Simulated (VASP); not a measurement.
# LaB6 (Pm-3m) in VASP: further runs

The runs below take LaB6 through single point, relaxation of cell and atoms, with PBE.

Program: VASP 6.6.1. These are calculated values, not measurements. Logs are shortened: lines on timing, memory, paths and dates and some standing lists are left out, and cuts for length are marked.

**1. The cell of the first run**

Symmetry: Pm-3m, No. 221, cubic system. The conventional cell has a = 4.155 Å, b = 4.155 Å, c = 4.155 Å, α = 90.00°, β = 90.00°, γ = 90.00°. Within 4.2 Å of La (site symmetry m-3m) lie 24 B at 3.05 Å and 6 La at 4.15 Å. B (site symmetry 4mm) has 5 B at 1.66 to 1.76 Å within 2.2 Å.

**2. Single point, PBE**

Contents of INCAR:

```
SYSTEM = LaB6
PREC = Accurate ; ENCUT = 520
EDIFF = 1E-6 ; ISMEAR = 0
SIGMA = 0.1 ; LREAL = .False.
LASPH = .True. ; NELM = 60
ALGO = Normal ; ISIF = 2
LWAVE = .False. ; LCHARG = .False.
GGA = PE ; NBANDS = 24
```

Contents of KPOINTS:

```
regular mesh
0
Gamma
  8 8 8
  0 0 0
```

Contents of POSCAR:

```
LaB6
1.0
    4.1546927964      0.0000000000      0.0000000000
    0.0000000000      4.1546927964      0.0000000000
    0.0000000000      0.0000000000      4.1546927964
La B
1 6
Direct
    0.0000000000      0.0000000000      0.0000000000
    0.1998272937      0.5000000000      0.5000000000
    0.5000000000      0.1998272937      0.5000000000
    0.8001727063      0.5000000000      0.5000000000
    0.5000000000      0.8001727063      0.5000000000
    0.5000000000      0.5000000000      0.1998272937
    0.5000000000      0.5000000000      0.8001727063
```

Potentials or basis: VASP PAW PBE potentials, release 64 (La, B).

Launch:

```
$ cat potpaw_PBE.64/La/POTCAR potpaw_PBE.64/B/POTCAR > POTCAR
$ mpirun -np 1 vasp_std > vasp.out
```

OUTCAR:

```text
SYSTEM = LaB6
   PREC = Accurate
   ENCUT = 520
   EDIFF = 1E-6
   ISMEAR = 0
   LREAL = .False.
   LASPH = .True.
   NELM = 60
   ISIF = 2
   GGA = PE

 ion  position               nearest neighbor table
   1  0.000  0.000  0.000-
   2  0.200  0.500  0.500-   4 1.66   3 1.76   5 1.76   6 1.76   7 1.76
   3  0.500  0.200  0.500-   5 1.66   4 1.76   2 1.76   6 1.76   7 1.76
   4  0.800  0.500  0.500-   2 1.66   3 1.76   5 1.76   6 1.76   7 1.76
   5  0.500  0.800  0.500-   3 1.66   2 1.76   4 1.76   6 1.76   7 1.76
   6  0.500  0.500  0.200-   7 1.66   3 1.76   4 1.76   5 1.76   2 1.76
   7  0.500  0.500  0.800-   6 1.66   3 1.76   4 1.76   5 1.76   2 1.76

  LATTYP: Found a simple cubic cell.
 ALAT       =     4.1546927964

  Lattice vectors:

 A1 = (   4.1546927964,   0.0000000000,   0.0000000000)
 A2 = (   0.0000000000,   4.1546927964,   0.0000000000)
 A3 = (   0.0000000000,   0.0000000000,   4.1546927964)

Analysis of symmetry for initial positions (statically):
=====================================================================
 Subroutine PRICEL returns:
 Original cell was already a primitive cell.

 Routine SETGRP: Setting up the symmetry group for a
 simple cubic supercell.

 Subroutine GETGRP returns: Found 48 space group operations
 (whereof 48 operations were pure point group operations)
 out of a pool of 48 trial point group operations.

The static configuration has the point symmetry O_h .

Analysis of symmetry for dynamics (positions and initial velocities):
=====================================================================
 Subroutine PRICEL returns:
 Original cell was already a primitive cell.

 Routine SETGRP: Setting up the symmetry group for a
 simple cubic supercell.

 Subroutine GETGRP returns: Found 48 space group operations
 (whereof 48 operations were pure point group operations)
 out of a pool of 48 trial point group operations.

The dynamic configuration has the point symmetry O_h .

 Subroutine INISYM returns: Found 48 space group operations
 (whereof 48 operations are pure point group operations),
 and found     1 'primitive' translations

----------------------------------------------------------------------------------------

                                     Primitive cell

  volume of cell :      71.7161

  direct lattice vectors                    reciprocal lattice vectors
     4.154692796  0.000000000  0.000000000     0.240691683  0.000000000  0.000000000
     0.000000000  4.154692796  0.000000000     0.000000000  0.240691683  0.000000000
     0.000000000  0.000000000  4.154692796     0.000000000  0.000000000  0.240691683

  length of vectors
     4.154692796  4.154692796  4.154692796     0.240691683  0.240691683  0.240691683

  position of ions in fractional coordinates (direct lattice)
     0.000000000  0.000000000  0.000000000
     0.199827294  0.500000000  0.500000000
     0.500000000  0.199827294  0.500000000
     0.800172706  0.500000000  0.500000000
     0.500000000  0.800172706  0.500000000
     0.500000000  0.500000000  0.199827294
     0.500000000  0.500000000  0.800172706

  ion indices of the primitive-cell ions
   primitive index   ion index
                 1           1
                 2           2
                 3           3
                 4           4
                 5           5
                 6           6
                 7           7

----------------------------------------------------------------------------------------

 KPOINTS: regular mesh

Automatic generation of k-mesh.
 Grid dimensions read from file:
 generate k-points for:    8    8    8

 Generating k-lattice:

  Cartesian coordinates                     Fractional coordinates (reciprocal lattice)
     0.030086460  0.000000000  0.000000000     0.125000000  0.000000000  0.000000000
     0.000000000  0.030086460  0.000000000     0.000000000  0.125000000  0.000000000
     0.000000000  0.000000000  0.030086460     0.000000000  0.000000000  0.125000000

  Length of vectors
     0.030086460  0.030086460  0.030086460

  Shift w.r.t. Gamma in fractional coordinates (k-lattice)
     0.000000000  0.000000000  0.000000000

 Subroutine IBZKPT returns following result:
 ===========================================

 Found     35 irreducible k-points:

 Following reciprocal coordinates:
            Coordinates               Weight
  0.000000  0.000000  0.000000      1.000000
  0.125000  0.000000  0.000000      6.000000
  0.250000  0.000000  0.000000      6.000000
  0.375000  0.000000  0.000000      6.000000
  0.500000  0.000000  0.000000      3.000000
  0.125000  0.125000  0.000000     12.000000
[... 16 lines left out ...]
  0.375000  0.375000  0.125000     24.000000
  0.500000  0.375000  0.125000     24.000000
 [... further k-points ...]
   k-points           NKPTS =     35   k-points in BZ     NKDIM =     35   number of bands    NBANDS=     24
   number of dos      NEDOS =    301   number of ions     NIONS =      7
   total plane-waves  NPLWV =  32768
   dimension x,y,z NGX =    32 NGY =   32 NGZ =   32
   dimension x,y,z NGXF=    64 NGYF=   64 NGZF=   64
   ions per type =               1   6
   NGX,Y,Z   is equivalent  to a cutoff of  12.80, 12.80, 12.80 a.u.
   NGXF,Y,Z  is equivalent  to a cutoff of  25.61, 25.61, 25.61 a.u.
 SYSTEM =  LaB6
   PREC   = accura    normal or accurate (medium, high low for compatibility)
   ISTART =      0    job   : 0-new  1-cont  2-samecut
   ICHARG =      2    charge: 1-file 2-atom 10-const
   ISPIN  =      1    spin polarized calculation?
   LNONCOLLINEAR =      F non collinear calculations
   LSORBIT =      F    spin-orbit coupling
   LASPH  =      T    aspherical Exc in radial PAW
   ENCUT  =  520.0 eV  38.22 Ry    6.18 a.u.   7.72  7.72  7.72*2*pi/ulx,y,z
   NELM   =     60;   NELMIN=  2; NELMDL= -5     # of ELM steps
   EDIFF  = 0.1E-05   stopping-criterion for ELM
   LREAL  =      F    real-space projection
   EDIFFG = 0.1E-04   stopping-criterion for IOM
   NSW    =      0    number of steps for IOM
   IBRION =     -1    ionic relax: 0-MD 1-quasi-New 2-CG
   NFREE  =      0    steps in history (QN), initial steepest desc. (CG)
   ISIF   =      2    stress and relaxation
   ISYM   =      2    0-nonsym 1-usesym 2-fastsym
   POTIM  = 0.5000    time-step for ionic-motion
   TEBEG  =    0.0;   TEEND  =   0.0 temperature during run
   PSTRESS=    0.0 pullay stress
   NELECT =      29.0000    total number of electrons
   NUPDOWN=      -1.0000    fix difference up-down
   EMIN   =  10.00;   EMAX   =-10.00  energy-range for DOS
   EFERMI =   0.00;   METHOD = LEGACY
   ISMEAR =     0;   SIGMA  =   0.10  broadening in eV -4-tet -1-fermi 0-gaus
   EFERMI_NEDOS =   21; number of points for ismear=-14 and -15
   IALGO  =     38    algorithm
   IMIX   =      4    mixing-type and parameters
     AMIX     =   0.40;   BMIX     =  1.00
     AMIX_MAG =   1.60;   BMIX_MAG =  1.00
  volume/ion in A,a.u.               =      10.25        69.14
  Fermi-wavevector in a.u.,A,eV,Ry     =   1.210603  2.287709 19.940165  1.465561
  Thomas-Fermi vector in A             =   2.346145
   LORBIT       =      0    0 simple, 1 ext, 2 COOP (PROOUT), +10 PAW based schemes
   GGA     = PE    functional components
   LHFCALC =     F    Hartree Fock is set to
   AEXX    =    0.0000 exact exchange contribution
   IVDW    =     0    specifies the selected vdW correction
   LEPSILON=     F    determine dielectric tensor
   LRPA    =     F    only Hartree local field effects (RPA)
 non-spin polarized calculation
 Gauss-broadening in eV      SIGMA  =   0.10
  energy-cutoff  :      520.00
  volume of cell :       71.72
 maximum number of plane-waves:      1956
 NGX is ok and might be reduce to    32
   NGX = 15   NGY = 15   NGZ = 15

 number of electron      29.0000003 magnetization

 Free energy of the ion-electron system (eV)
  ---------------------------------------------------
  ext. energy  EPLUGINS =         0.00000000
  ---------------------------------------------------
  free energy    TOTEN  =       -49.05488444 eV

  energy without entropy =      -49.05109981  energy(sigma->0) =      -49.05299212

 E-fermi :   8.5132     XC(G=0): -11.2594

 val. band max:        8.3895018934   @ k =   0.3750   0.2500   0.1250
 cond. band min:       8.5214059454   @ k =   0.2500   0.2500   0.0000
 fundamental gap:      0.1319040520
 Fermi energy:         8.5132144415

 k-point     1 :       0.0000    0.0000    0.0000
  band No.  band energies     occupation
      1     -24.5012      2.00000
      2      -8.2266      2.00000
      3      -8.2266      2.00000
      4      -8.2266      2.00000
      5      -6.9601      2.00000
      6       0.6664      2.00000
[... 16 lines left out ...]
     23      10.5643      0.00000
     24      11.7050      0.00000

 k-point     2 :       0.1250    0.0000    0.0000
  band No.  band energies     occupation
      1     -24.4976      2.00000
      2      -8.3858      2.00000
      3      -8.2149      2.00000
      4      -8.2149      2.00000
      5      -6.7912      2.00000
      6      -0.1535      2.00000
[... 16 lines left out ...]
     23      10.6934      0.00000
     24      11.6716      0.00000

 k-point     3 :       0.2500    0.0000    0.0000
  band No.  band energies     occupation
      1     -24.4890      2.00000
      2      -8.6819      2.00000
      3      -8.1863      2.00000
      4      -8.1863      2.00000
      5      -6.4555      2.00000
      6      -1.1071      2.00000
[... 16 lines left out ...]
     23      11.1016      0.00000
     24      11.1762      0.00000
[... 514 lines left out ...]
 k-point    23 :       0.3750    0.3750    0.1250
  band No.  band energies     occupation
      1     -24.4570      2.00000
      2      -8.6593      2.00000
      3      -8.5733      2.00000
      4      -8.1694      2.00000
      5      -6.2948      2.00000
      6      -1.0427      2.00000
[... 16 lines left out ...]
     23      11.3270      0.00000
     24      11.9247      0.00000

 k-point    24 :       0.5000    0.3750    0.1250
  band No.  band energies     occupation
      1     -24.4536      2.00000
      2      -8.6874      2.00000
      3      -8.5653      2.00000
      4      -8.1570      2.00000
      5      -6.3297      2.00000
      6      -1.0677      2.00000
[... 16 lines left out ...]
     23      11.5809      0.00000
     24      11.9831      0.00000

 [... further k-points ...]

------------------------ aborting loop because EDIFF is reached ----------------------------------------

  FORCE on cell =-STRESS in cart. coord.  units (eV):
  Direction    XX          YY          ZZ          XY          YZ          ZX
  --------------------------------------------------------------------------------------
  -------------------------------------------------------------------------------------
  Total       -0.0315179     -0.0315179     -0.0315179      0.0000000      0.0000000     -0.0000000
  in kB       -0.7041269     -0.7041269     -0.7041269      0.0000000      0.0000000     -0.0000000
  external PRESSURE =      -0.7041269 kB  Pullay stress =       0.0000000 kB

 VOLUME and BASIS-vectors are now :
 -----------------------------------------------------------------------------
  energy-cutoff  :      520.00
  volume of cell :       71.72
      direct lattice vectors                 reciprocal lattice vectors
     4.154692796  0.000000000  0.000000000     0.240691683  0.000000000  0.000000000
     0.000000000  4.154692796  0.000000000     0.000000000  0.240691683  0.000000000
     0.000000000  0.000000000  4.154692796     0.000000000  0.000000000  0.240691683

 POSITION                                       TOTAL-FORCE (eV/Angst)
 -----------------------------------------------------------------------------------
      0.00000      0.00000      0.00000        -0.000000      0.000000      0.000000
      0.83022      2.07735      2.07735        -0.016398      0.000000     -0.000000
      2.07735      0.83022      2.07735        -0.000000     -0.016398     -0.000000
      3.32447      2.07735      2.07735         0.016398     -0.000000      0.000000
      2.07735      3.32447      2.07735         0.000000      0.016398      0.000000
      2.07735      2.07735      0.83022         0.000000      0.000000     -0.016398
      2.07735      2.07735      3.32447        -0.000000     -0.000000      0.016398
 -----------------------------------------------------------------------------------
    total drift:                                0.000000     -0.000000     -0.000000

  FREE ENERGIE OF THE ION-ELECTRON SYSTEM (eV)
  ---------------------------------------------------
  free  energy   TOTEN  =       -49.0548844405 eV

  energy  without entropy=      -49.0510998051  energy(sigma->0) =      -49.05299212
```

Wall time 1.9 min (1 thread of AMD EPYC 7R13, shared host); peak memory 0.19 GiB.

Results:

```yaml
Free_energy: -49.0549 eV
Pressure: -0.1 GPa
Largest_force: 0.016 eV/Å
Band_gap_on_the_k_mesh: zero (an odd number of electrons rules out a gap without spin polarisation)
```

Forces on the atoms (eV/Å):
```
La   0.000  0.000  0.000
B   -0.016  0.000  0.000
B    0.000 -0.016  0.000
B    0.016  0.000  0.000
B    0.000  0.016  0.000
B    0.000  0.000 -0.016
B    0.000  0.000  0.016
```

Levels at points of the mesh, in eV from the Fermi level:
```tsv
k point	band 12	band 13	band 14	band 15	band 16	band 17
(0.00, 0.00, 0.00)	-1.80	-1.80	-1.80	0.27	0.27	0.27
(0.50, 0.00, 0.00)	-3.40	-3.13	-2.40	-1.42	1.51	1.63
(0.50, 0.50, 0.00)	-4.38	-2.82	-2.82	1.08	1.08	1.99
(0.50, 0.50, 0.50)	-2.33	-2.33	-2.33	1.51	1.80	1.80
```

Caveat: spin-orbit coupling is left out, which moves the levels of the heavy elements.

**3. Relaxation of cell and atoms, PBE**

Contents of INCAR:

```
SYSTEM = LaB6
  ALGO = Normal
  EDIFF = 1E-7
  EDIFFG = -0.005
  ENCUT = 600
  GGA = PE
  IBRION = 2
  ISIF = 3
  ISMEAR = 0
  LASPH = .True.
  LCHARG = .False.
  LREAL = .False.
  LWAVE = .False.
  NELM = 100
  NSW = 100
  PREC = Accurate
  SIGMA = 0.1
```

Contents of KPOINTS:

```
k-points
0
Gamma
  8 8 8
  0 0 0
```

Contents of POSCAR:

```
LaB6
1.0
    4.1570000000      0.0000000000      0.0000000000
    0.0000000000      4.1570000000      0.0000000000
    0.0000000000      0.0000000000      4.1570000000
La B
1 6
Direct
    0.0000000000      0.0000000000      0.0000000000
    0.1975000000      0.5000000000      0.5000000000
    0.5000000000      0.1975000000      0.5000000000
    0.8025000000      0.5000000000      0.5000000000
    0.5000000000      0.8025000000      0.5000000000
    0.5000000000      0.5000000000      0.1975000000
    0.5000000000      0.5000000000      0.8025000000
```

Potentials or basis: VASP PAW PBE potentials, release 64 (La, B).

Launch:

```
$ cat potpaw_PBE.64/La/POTCAR potpaw_PBE.64/B/POTCAR > POTCAR
$ mpirun -np 1 vasp_std > vasp.out
```

It took 6.2 min on 1 thread of AMD EPYC 7R13, shared host; peak memory 0.22 GiB.

The run converged. Its results:

```yaml
Free_energy: -49.0611 eV
Relaxed_volume: 10.24 Å³/atom
Relaxed_cell: a = 4.154 Å, b = 4.154 Å, c = 4.154 Å, α = 90.00°, β = 90.00°, γ = 90.00°
Space_group_after_relaxing_to_0.1_Å: Pm-3m (No. 221)
Energy_gained_by_relaxing: 2.4 meV/atom
Ionic_steps: 3
Pressure_after_relaxing: 0.0 GPa
Band_gap_on_the_k_mesh: zero (an odd number of electrons rules out a gap without spin polarisation)
```

Step by step:
```
step  energy change (eV)  largest force (eV/Å)  pressure (GPa)  volume (Å³)
   1              0.0000                0.5960           -0.78        71.84
   2              0.0570                1.2386            2.17        71.32
   3             -0.0171                0.0014            0.01        71.67
```

Final structure:
```yaml
crystal:
  lattice:
    - [4.15375, 0.00000, 0.00000]
    - [0.00000, 4.15375, 0.00000]
    - [0.00000, 0.00000, 4.15375]
  atoms:
    - { symbol: La, position: [0.00000, 0.00000, 0.00000] }
    - { symbol: B, position: [0.19974, 0.50000, 0.50000] }
    - { symbol: B, position: [0.50000, 0.19974, 0.50000] }
    - { symbol: B, position: [0.80026, 0.50000, 0.50000] }
    - { symbol: B, position: [0.50000, 0.80026, 0.50000] }
    - { symbol: B, position: [0.50000, 0.50000, 0.19974] }
    - { symbol: B, position: [0.50000, 0.50000, 0.80026] }
```

Levels at points of the mesh, in eV from the Fermi level:
```
           k point  band 10  band 11  band 12  band 13  band 14  band 15  band 16  band 17  band 18
(0.00, 0.00, 0.00)    -6.90    -6.90    -1.80    -1.80    -1.80     0.27     0.27     0.27     1.57
(0.50, 0.00, 0.00)    -6.40    -3.39    -3.39    -3.13    -2.41    -1.42     1.52     1.64     1.64
(0.50, 0.50, 0.00)    -6.10    -4.38    -4.38    -2.82    -2.82     1.08     1.08     2.00     2.02
(0.50, 0.50, 0.50)    -4.65    -4.65    -2.33    -2.33    -2.33     1.52     1.80     1.80     1.81
```

Caveat: spin-orbit coupling is left out, which moves the levels of the heavy elements.

The gap in the log of VASP goes by the Fermi energy; the results here count the filled bands.